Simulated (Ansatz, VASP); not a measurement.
## AlAs in VASP and in Ansatz

Contents of INCAR:

```
PREC = Accurate ; ENCUT = 500
EDIFF = 1E-6 ; ISMEAR = 0
SIGMA = 0.02 ; LREAL = F
LASPH = T ; NELM = 120
ALGO = Normal ; ISIF = 2
LWAVE = F ; LCHARG = F
GGA = PE ; NBANDS = 11
GGA_COMPAT = F
```

The input KPOINTS:

```
Automatic mesh
0
Gamma
  8 8 8
```

File POSCAR:

```
AlAs
1.0
    0.0000000000      2.9562506176      2.9562506176
    2.9562506176      0.0000000000      2.9562506176
    2.9562506176      2.9562506176      0.0000000000
Al As
1 1
Direct
    0.0000000000      0.0000000000      0.0000000000
    0.2500000000      0.2500000000      0.2500000000
```

Input for Ansatz:

```yaml
crystal:
  lattice:
    - [0.0, 2.9562506176, 2.9562506176]
    - [2.9562506176, 0.0, 2.9562506176]
    - [2.9562506176, 2.9562506176, 0.0]
  atoms:
    - { symbol: Al, position: [0.0, 0.0, 0.0] }
    - { symbol: As, position: [0.25, 0.25, 0.25] }
basis:
  ecutwfc: 420
kpoints:
  mp_grid: { grid: [8, 8, 8] }
hamiltonian:
  xc: pbe
scf:
  occupations: { method: gaussian, width: 0.02 }
output:
  forces: true
  stress: true
  eigenvalues: true
```

Alike in both runs: task single point; functional PBE; k mesh 8 × 8 × 8; occupations gaussian, width 0.02 eV; no spin polarisation.

```csv
,VASP,Ansatz
version,VASP 6.6.1,Ansatz 0.2.0
potentials or method,"VASP PAW PBE potentials, release 64 (Al, As), cutoff 500 eV","scalar-relativistic, plane waves, PAW"
valence electrons in the cell,8,18
```

|  | VASP | Ansatz | Ansatz less VASP |
| --- | --- | --- | --- |
| gap on the k mesh at the Fermi level (eV) | 1.07 | 1.07 | -0.002 |
| least direct gap on the mesh (eV) | 1.07 | 1.07 | -0.002 |
| pressure (GPa) | -5.1 | -5.2 | -0.09 |

VASP's potentials hold 8 valence electrons a cell and Ansatz's 18, so a difference there can come from the potentials and not from the codes.
